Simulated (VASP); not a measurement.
Ti: electric field gradients with PBEsol

Crystal: Ti.

```
Ti
1.0
    -1.65741    1.64100    1.64100
     1.64100   -1.65741    1.64100
     1.64100    1.64100   -1.65741
Ti
1
Direct
  0.00000 0.00000 0.00000
```

This cell differs from its parent crystal: equal xy, yz and zx shear strains of -1 %.

```json
{
 "Program": "VASP 6.6.1",
 "Task": "electric field gradients",
 "Functional": "PBEsol",
 "Potentials or basis": "VASP PAW PBE potentials, release 64 (Ti_sv)",
 "Cutoff": "520 eV",
 "k mesh": "14 × 14 × 14",
 "Occupations": "fermi-dirac, width 0.05 eV",
 "Spin": "no spin polarisation",
 "Dipole correction": "no",
 "Further INCAR settings": "ALGO = Normal; EDIFF = 1e-08; NBANDS = 12"
}
```

```yaml
Pressure: -6.8 GPa
Band_gap_on_the_k_mesh: zero (band 6 reaches 8.69 eV, above the bottom of band 7 at 7.12 eV)
```

Stress tensor (GPa, compression positive):
```
-6.84  0.33  0.33
 0.33 -6.84  0.33
 0.33  0.33 -6.84
```

Levels at points of the mesh, in eV from the Fermi level:
```csv
k point,band 2,band 3,band 4,band 5,band 6,band 7,band 8,band 9,band 10,band 11
"(0.00, 0.00, 0.00)",-32.30,-32.30,-32.28,-5.91,0.88,1.02,1.02,2.71,2.71,17.11
"(0.50, 0.00, 0.00)",-32.95,-32.51,-32.30,-2.40,-0.36,1.18,2.66,3.00,4.23,8.68
"(0.50, 0.50, 0.00)",-32.93,-32.49,-32.29,-2.42,-0.40,1.04,2.72,3.07,4.18,8.51
"(0.50, 0.50, 0.50)",-32.76,-32.73,-32.73,-2.04,-2.04,3.82,3.82,3.94,8.21,8.21
```

Electric field gradients, principal values (V/Å²):
| atom | least | middle | greatest (by size) |
| --- | --- | --- | --- |
| 1 Ti | -2.380 | -2.380 | 4.761 |

Run time: 36 s on 1 thread of Intel Xeon 6975P-C (shared host), peak memory 0.18 GiB.

Caveat: the cell differs from its parent crystal (equal xy, yz and zx shear strains of -1 %); without QUAD_EFG the Cq values of the log hold for a quadrupole moment of 1 mb, not for the nuclei; the PAW data sets were made with another functional, which shifts forces and pressure a little.
